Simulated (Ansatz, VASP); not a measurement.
**One calculation of CuF, two programs**

```xyz
4
Lattice="3.0778 0.0000 0.0000 -1.5389 2.6655 0.0000 0.0000 0.0000 4.9290" Properties=species:S:1:pos:R:3 pbc="T T T"
Cu    0.0000    1.7770    0.0000
Cu    1.5389    0.8885    2.4645
F     0.0000    1.7770    1.8834
F     1.5389    0.8885    4.3479
```

Alike in both runs: task relaxation of cell and atoms; functional PBE; k mesh 6 × 6 × 4; occupations gaussian, width 0.1 eV; no spin polarisation.

|  | VASP | Ansatz |
| --- | --- | --- |
| version | VASP 6.6.1 | Ansatz 0.2.0 |
| potentials or method | VASP PAW PBE potentials, release 64 (Cu_sv_GW, F), cutoff 820 eV | scalar-relativistic, plane waves, PAW |
| valence electrons in the cell | 52 | 52 |

|  | VASP | Ansatz | Ansatz less VASP |
| --- | --- | --- | --- |
| gap on the k mesh at the Fermi level, each at its own relaxed structure (eV) | none | none | - |
| relaxed volume (Å³/atom) | 14.05 | 12.11 | -1.936 |
| relaxed length of the cell vector where the two differ most in proportion (Å) | 5.521 | 6.803 | +1.2823 |

A gap of «none» marks a metal or a gap that the smearing closes. One of these differences is far larger than is usual between the two programs; its cause wasn't traced.

The k mesh is coarse, so the values compare programs but aren't converged. Noted on VASP's run: the volume moved by over 15 % at a fixed basis, so the end points are rough.
